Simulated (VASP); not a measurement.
# LiH in VASP: further runs

Aim: see how the results for LiH move with the level of theory and the settings. Levels: r2SCAN, HSE06. Tasks: single point.

All numbers are computed with VASP 6.6.1; they aren't measurements. Logs are shortened: lines on timing, memory, paths and dates and some standing lists are left out, and cuts for length are marked.

## (1) The cell of the first run

The structure is tetragonal, space group P4/mmm (No. 123). The conventional cell has a = 2.502 Å, b = 2.502 Å, c = 2.644 Å, α = 90.00°, β = 90.00°, γ = 90.00°. Within 2.9 Å of Li (site symmetry 4/mmm) lie 8 H at 2.21 Å and 6 Li at 2.50 to 2.64 Å. H (site symmetry 4/mmm) has 8 Li at 2.21 Å and 6 H at 2.50 to 2.64 Å within 2.9 Å.

## (2) Single point, r2SCAN (uniaxial z strain +5.7%)

File POSCAR:

```
LiH
1.0
    2.5016587118      0.0000000000      0.0000000000
    0.0000000000      2.5016587118      0.0000000000
    0.0000000000      0.0000000000      2.6440030925
Li H
1 1
Direct
    0.0000000000      0.0000000000      0.0000000000
    0.5000000000      0.5000000000      0.5000000000
```

File INCAR.step1:

```
ALGO = Normal
EDIFF = 1E-4
ENCUT = 520
GGA = PE
ISMEAR = 0
LASPH = T
LCHARG = F
LREAL = F
LWAVE = T
NBANDS = 9
NELM = 80
PREC = Accurate
SIGMA = 0.01
```

File INCAR.step2:

```
ALGO = Normal
EDIFF = 1E-6
ENCUT = 520
ISIF = 2
ISMEAR = 0
ISTART = 1
LASPH = T
LCHARG = F
LMIXTAU = T
LREAL = F
LWAVE = F
METAGGA = R2SCAN
NBANDS = 9
NELM = 80
PREC = Accurate
SIGMA = 0.01
```

File KPOINTS:

```
k-points
0
Gamma
  10 10 10
```

Potentials or basis: VASP PAW PBE potentials, release 64 (Li_sv, H).

Launch:

```bash
> cat potpaw_PBE.64/Li_sv/POTCAR potpaw_PBE.64/H/POTCAR > POTCAR
> cp INCAR.step1 INCAR
> mpirun -np 1 vasp_std > vasp.out
> cp INCAR.step2 INCAR
> mpirun -np 1 vasp_std > vasp.out
```

OUTCAR:

```text
EDIFF = 1E-6
   ENCUT = 520
   ISIF = 2
   ISMEAR = 0
   ISTART = 1
   LASPH = T
   LREAL = F
   METAGGA = R2SCAN
   NELM = 80
   PREC = Accurate

 ion  position               nearest neighbor table
   1  0.000  0.000  0.000-
   2  0.500  0.500  0.500-

  LATTYP: Found a simple tetragonal cell.
 ALAT       =     2.5016587118
 C/A-ratio  =     1.0569000000

  Lattice vectors:

 A1 = (   2.5016587118,   0.0000000000,   0.0000000000)
 A2 = (   0.0000000000,   2.5016587118,   0.0000000000)
 A3 = (   0.0000000000,   0.0000000000,   2.6440030925)

Analysis of symmetry for initial positions (statically):
=====================================================================
 Subroutine PRICEL returns:
 Original cell was already a primitive cell.

 Routine SETGRP: Setting up the symmetry group for a
 simple tetragonal supercell.

 Subroutine GETGRP returns: Found 16 space group operations
 (whereof 16 operations were pure point group operations)
 out of a pool of 16 trial point group operations.

The static configuration has the point symmetry D_4h.

Analysis of symmetry for dynamics (positions and initial velocities):
=====================================================================
 Subroutine PRICEL returns:
 Original cell was already a primitive cell.

 Routine SETGRP: Setting up the symmetry group for a
 simple tetragonal supercell.

 Subroutine GETGRP returns: Found 16 space group operations
 (whereof 16 operations were pure point group operations)
 out of a pool of 16 trial point group operations.

The dynamic configuration has the point symmetry D_4h.

 Subroutine INISYM returns: Found 16 space group operations
 (whereof 16 operations are pure point group operations),
 and found     1 'primitive' translations

----------------------------------------------------------------------------------------

                                     Primitive cell

  volume of cell :      16.5470

  direct lattice vectors                    reciprocal lattice vectors
     2.501658712  0.000000000  0.000000000     0.399734782  0.000000000  0.000000000
     0.000000000  2.501658712  0.000000000     0.000000000  0.399734782  0.000000000
     0.000000000  0.000000000  2.644003093     0.000000000  0.000000000  0.378214384

  length of vectors
     2.501658712  2.501658712  2.644003093     0.399734782  0.399734782  0.378214384

  position of ions in fractional coordinates (direct lattice)
     0.000000000  0.000000000  0.000000000
     0.500000000  0.500000000  0.500000000

  ion indices of the primitive-cell ions
   primitive index   ion index
                 1           1
                 2           2

----------------------------------------------------------------------------------------

 KPOINTS: k-points

Automatic generation of k-mesh.
 Grid dimensions read from file:
 generate k-points for:   10   10   10

 Generating k-lattice:

  Cartesian coordinates                     Fractional coordinates (reciprocal lattice)
     0.039973478  0.000000000  0.000000000     0.100000000  0.000000000  0.000000000
     0.000000000  0.039973478  0.000000000     0.000000000  0.100000000  0.000000000
     0.000000000  0.000000000  0.037821438     0.000000000  0.000000000  0.100000000

  Length of vectors
     0.039973478  0.039973478  0.037821438

  Shift w.r.t. Gamma in fractional coordinates (k-lattice)
     0.000000000  0.000000000  0.000000000

 Subroutine IBZKPT returns following result:
 ===========================================

 Found    126 irreducible k-points:

 Following reciprocal coordinates:
            Coordinates               Weight
  0.000000  0.000000  0.000000      1.000000
  0.100000  0.000000  0.000000      4.000000
  0.200000  0.000000  0.000000      4.000000
  0.300000  0.000000  0.000000      4.000000
  0.400000  0.000000  0.000000      4.000000
  0.500000  0.000000  0.000000      2.000000
[... 16 lines left out ...]
  0.100000  0.000000  0.100000      8.000000
  0.200000  0.000000  0.100000      8.000000
 [... further k-points ...]
   k-points           NKPTS =    126   k-points in BZ     NKDIM =    126   number of bands    NBANDS=      9
   number of dos      NEDOS =    301   number of ions     NIONS =      2
   total plane-waves  NPLWV =   8000
   dimension x,y,z NGX =    20 NGY =   20 NGZ =   20
   dimension x,y,z NGXF=    40 NGYF=   40 NGZF=   40
   ions per type =               1   1
   NGX,Y,Z   is equivalent  to a cutoff of  13.29, 13.29, 12.58 a.u.
   NGXF,Y,Z  is equivalent  to a cutoff of  26.58, 26.58, 25.15 a.u.
 SYSTEM =  unknown system
   PREC   = accura    normal or accurate (medium, high low for compatibility)
   ISTART =      1    job   : 0-new  1-cont  2-samecut
   ICHARG =      0    charge: 1-file 2-atom 10-const
   ISPIN  =      1    spin polarized calculation?
   LNONCOLLINEAR =      F non collinear calculations
   LSORBIT =      F    spin-orbit coupling
   LASPH  =      T    aspherical Exc in radial PAW
   ENCUT  =  520.0 eV  38.22 Ry    6.18 a.u.   4.65  4.65  4.92*2*pi/ulx,y,z
   NELM   =     80;   NELMIN=  2; NELMDL=  0     # of ELM steps
   EDIFF  = 0.1E-05   stopping-criterion for ELM
   LREAL  =      F    real-space projection
   EDIFFG = 0.1E-04   stopping-criterion for IOM
   NSW    =      0    number of steps for IOM
   IBRION =     -1    ionic relax: 0-MD 1-quasi-New 2-CG
   NFREE  =      0    steps in history (QN), initial steepest desc. (CG)
   ISIF   =      2    stress and relaxation
   ISYM   =      2    0-nonsym 1-usesym 2-fastsym
   POTIM  = 0.5000    time-step for ionic-motion
   TEBEG  =    0.0;   TEEND  =   0.0 temperature during run
   PSTRESS=    0.0 pullay stress
   NELECT =       4.0000    total number of electrons
   NUPDOWN=      -1.0000    fix difference up-down
   EMIN   =  10.00;   EMAX   =-10.00  energy-range for DOS
   EFERMI =   0.00;   METHOD = LEGACY
   ISMEAR =     0;   SIGMA  =   0.01  broadening in eV -4-tet -1-fermi 0-gaus
   EFERMI_NEDOS =   21; number of points for ismear=-14 and -15
   IALGO  =     38    algorithm
   IMIX   =      4    mixing-type and parameters
     AMIX     =   0.40;   BMIX     =  1.00
     AMIX_MAG =   1.60;   BMIX_MAG =  1.00
  volume/ion in A,a.u.               =       8.27        55.83
  Fermi-wavevector in a.u.,A,eV,Ry     =   1.019817  1.927174 14.150415  1.040026
  Thomas-Fermi vector in A             =   2.153352
   LORBIT       =      0    0 simple, 1 ext, 2 COOP (PROOUT), +10 PAW based schemes
   METAGGA = R2SCAN    functional components
   LHFCALC =     F    Hartree Fock is set to
   AEXX    =    0.0000 exact exchange contribution
   IVDW    =     0    specifies the selected vdW correction
   LEPSILON=     F    determine dielectric tensor
   LRPA    =     F    only Hartree local field effects (RPA)
 non-spin polarized calculation
 Gauss-broadening in eV      SIGMA  =   0.01
  energy-cutoff  :      520.00
  volume of cell :       16.55
 maximum number of plane-waves:       462
 NGX is ok and might be reduce to    20
   NGX =  9   NGY =  9   NGZ =  9

 number of electron       4.0000003 magnetization

 Free energy of the ion-electron system (eV)
  ---------------------------------------------------
  ext. energy  EPLUGINS =         0.00000000
  ---------------------------------------------------
  free energy    TOTEN  =        -6.31096150 eV

  energy without entropy =       -6.31096150  energy(sigma->0) =       -6.31096150

 E-fermi :   3.3141     XC(G=0):  -8.8340

 val. band max:        3.1001730625   @ k =   0.5000   0.5000   0.5000
 cond. band min:       3.9479923477   @ k =   0.0000   0.0000   0.5000
 fundamental gap:      0.8478192851
 Fermi energy:         3.3141203613

 k-point     1 :       0.0000    0.0000    0.0000
  band No.  band energies     occupation
      1     -46.6223      2.00000
      2      -5.6782      2.00000
      3      14.2193      0.00000
      4      15.9990      0.00000
      5      16.5911      0.00000
      6      16.5911      0.00000
      7      18.5333      0.00000
      8      19.5644      0.00000
      9      35.6735      0.00000

 k-point     2 :       0.1000    0.0000    0.0000
  band No.  band energies     occupation
      1     -46.6175      2.00000
      2      -5.5150      2.00000
      3      13.5947      0.00000
      4      14.4638      0.00000
      5      15.9660      0.00000
      6      16.8337      0.00000
      7      19.0354      0.00000
      8      22.7074      0.00000
      9      33.6170      0.00000

 k-point     3 :       0.2000    0.0000    0.0000
  band No.  band energies     occupation
      1     -46.6053      2.00000
      2      -5.0454      2.00000
      3      10.1908      0.00000
      4      15.1915      0.00000
      5      15.7146      0.00000
      6      17.5556      0.00000
      7      19.6759      0.00000
      8      27.5049      0.00000
      9      29.9858      0.00000

 k-point     4 :       0.3000    0.0000    0.0000
  band No.  band energies     occupation
      1     -46.5902      2.00000
      2      -4.3462      2.00000
      3       7.3603      0.00000
      4      15.3509      0.00000
      5      16.3904      0.00000
      6      18.7379      0.00000
      7      20.8096      0.00000
      8      26.4810      0.00000
      9      28.7965      0.00000
[... 205 lines left out ...]
 k-point    22 :       0.0000    0.0000    0.1000
  band No.  band energies     occupation
      1     -46.6195      2.00000
      2      -5.5430      2.00000
      3      11.7184      0.00000
      4      16.8057      0.00000
      5      16.8057      0.00000
      6      16.9096      0.00000
      7      19.7862      0.00000
      8      20.4689      0.00000
      9      34.1291      0.00000

 k-point    23 :       0.1000    0.0000    0.1000
  band No.  band energies     occupation
      1     -46.6148      2.00000
      2      -5.3765      2.00000
      3      11.8128      0.00000
      4      13.8170      0.00000
      5      17.0475      0.00000
      6      17.2807      0.00000
      7      20.5628      0.00000
      8      23.0374      0.00000
      9      31.8467      0.00000

 k-point    24 :       0.2000    0.0000    0.1000
  band No.  band energies     occupation
      1     -46.6026      2.00000
      2      -4.8969      2.00000
      3      10.1897      0.00000
      4      12.5253      0.00000
      5      17.1223      0.00000
      6      17.7677      0.00000
      7      21.3151      0.00000
      8      27.4381      0.00000
      9      28.9346      0.00000

 [... further k-points ...]

------------------------ aborting loop because EDIFF is reached ----------------------------------------

  FORCE on cell =-STRESS in cart. coord.  units (eV):
  Direction    XX          YY          ZZ          XY          YZ          ZX
  --------------------------------------------------------------------------------------
  -------------------------------------------------------------------------------------
  Total        0.1981308      0.1981308     -1.0087933      0.0000000      0.0000000      0.0000000
  in kB       19.1842383     19.1842383    -97.6775342      0.0000000      0.0000000      0.0000000
  external PRESSURE =     -19.7696859 kB  Pullay stress =       0.0000000 kB

 VOLUME and BASIS-vectors are now :
 -----------------------------------------------------------------------------
  energy-cutoff  :      520.00
  volume of cell :       16.55
      direct lattice vectors                 reciprocal lattice vectors
     2.501658712  0.000000000  0.000000000     0.399734782  0.000000000  0.000000000
     0.000000000  2.501658712  0.000000000     0.000000000  0.399734782  0.000000000
     0.000000000  0.000000000  2.644003093     0.000000000  0.000000000  0.378214384

 POSITION                                       TOTAL-FORCE (eV/Angst)
 -----------------------------------------------------------------------------------
      0.00000      0.00000      0.00000         0.000000      0.000000      0.000000
      1.25083      1.25083      1.32200         0.000000      0.000000      0.000000
 -----------------------------------------------------------------------------------
    total drift:                               -0.000000      0.000000      0.000000

  FREE ENERGIE OF THE ION-ELECTRON SYSTEM (eV)
  ---------------------------------------------------
  free  energy   TOTEN  =        -6.3109615036 eV

  energy  without entropy=       -6.3109615036  energy(sigma->0) =       -6.31096150
```

It took 50 s on 1 thread of Oxide Virtual Turin-like, shared host; peak memory 0.1 GiB.

Results:

```yaml
Free_energy: -6.3110 eV
Band_gap_on_the_k_mesh: 0.85 eV (least direct gap 4.61 eV)
```

Levels at points of the mesh, in eV from the valence-band top:
```
           k point  band 1  band 2  band 3  band 4  band 5
(0.00, 0.00, 0.00)  -49.72   -8.78   11.12   12.90   13.49
(0.50, 0.00, 0.00)  -49.67   -6.37    1.48   11.81   16.21
(0.50, 0.50, 0.00)  -49.63   -2.40    2.45    2.45   10.40
(0.00, 0.00, 0.50)  -49.69   -6.85    0.85   12.86   17.72
(0.50, 0.00, 0.50)  -49.65   -2.89    1.72    2.12    9.86
(0.50, 0.50, 0.50)  -49.61    0.00    7.18    7.18    7.76
```

Caveat: the cell differs from its parent crystal (uniaxial z strain +5.7%); the cutoff is under 1.25 times the usual one of these potentials, so pressure, stress and relaxed cells hold a basis-set (Pulay) error; the structure was generated, so it needn't be the stable form of LiH; the PAW data sets were made with another functional, which shifts forces and pressure a little.

## (3) Single point, r2SCAN (epitaxial xy strain +5.8%)

File POSCAR:

```
LiH
1.0
    2.6462545853      0.0000000000      0.0000000000
    0.0000000000      2.6462545853      0.0000000000
    0.0000000000      0.0000000000      2.5664736391
Li H
1 1
Direct
    0.0000000000      0.0000000000      0.0000000000
    0.5000000000      0.5000000000      0.5000000000
```

File INCAR.step1:

```
SYSTEM = LiH
PREC = Accurate
ENCUT = 520
ISMEAR = 0
SIGMA = 0.01
LREAL = .False.
LASPH = .True.
NELM = 100
NBANDS = 9
GGA = PE
ALGO = Normal
EDIFF = 1E-4
LWAVE = .True.
LCHARG = .False.
```

File INCAR.step2:

```
SYSTEM = LiH
PREC = Accurate
ENCUT = 520
EDIFF = 1E-6
ISMEAR = 0
SIGMA = 0.01
LREAL = .False.
LASPH = .True.
NELM = 100
ALGO = Normal
ISIF = 2
LWAVE = .False.
LCHARG = .True.
METAGGA = R2SCAN
LMIXTAU = .True.
LELF = .True.
LVHAR = .True.
NBANDS = 9
ISTART = 1
```

File KPOINTS:

```
regular mesh
0
Gamma
  10 10 10
  0 0 0
```

Potentials or basis: VASP PAW PBE potentials, release 64 (Li_sv, H).

Launch:

```bash
> cat potpaw_PBE.64/Li_sv/POTCAR potpaw_PBE.64/H/POTCAR > POTCAR
> cp INCAR.step1 INCAR
> mpirun -np 1 vasp_std > vasp.out
> cp INCAR.step2 INCAR
> mpirun -np 1 vasp_std > vasp.out
```

Run time: 58 s. Hardware: 1 thread of Oxide Virtual Turin-like, shared host; peak memory 0.1 GiB.

It converged, with:

| Quantity | Value |
| --- | --- |
| Free energy | -6.2973 eV |
| Band gap on the k mesh | 1.19 eV (least direct gap 4.66 eV) |

Levels at points of the mesh, in eV from the valence-band top:
| k point | band 1 | band 2 | band 3 | band 4 | band 5 | band 6 | band 7 |
| --- | --- | --- | --- | --- | --- | --- | --- |
| (0.00, 0.00, 0.00) | -49.56 | -8.21 | 11.82 | 11.82 | 12.41 | 13.09 | 14.77 |
| (0.50, 0.00, 0.00) | -49.53 | -6.10 | 1.19 | 11.77 | 16.17 | 17.36 | 18.72 |
| (0.50, 0.50, 0.00) | -49.51 | -2.67 | 2.07 | 2.07 | 9.31 | 20.50 | 21.01 |
| (0.00, 0.00, 0.50) | -49.52 | -5.85 | 1.54 | 11.34 | 16.55 | 16.55 | 18.98 |
| (0.50, 0.00, 0.50) | -49.50 | -2.41 | 2.25 | 2.47 | 9.63 | 19.78 | 20.04 |
| (0.50, 0.50, 0.50) | -49.47 | 0.00 | 7.00 | 7.32 | 7.32 | 8.75 | 8.75 |

Caveat: the cell differs from its parent crystal (epitaxial xy strain +5.8%); the cutoff is under 1.25 times the usual one of these potentials, so pressure, stress and relaxed cells hold a basis-set (Pulay) error; the structure was generated, so it needn't be the stable form of LiH; the PAW data sets were made with another functional, which shifts forces and pressure a little. A k mesh can miss the band edges.

(Continued in part 2 of 2.)
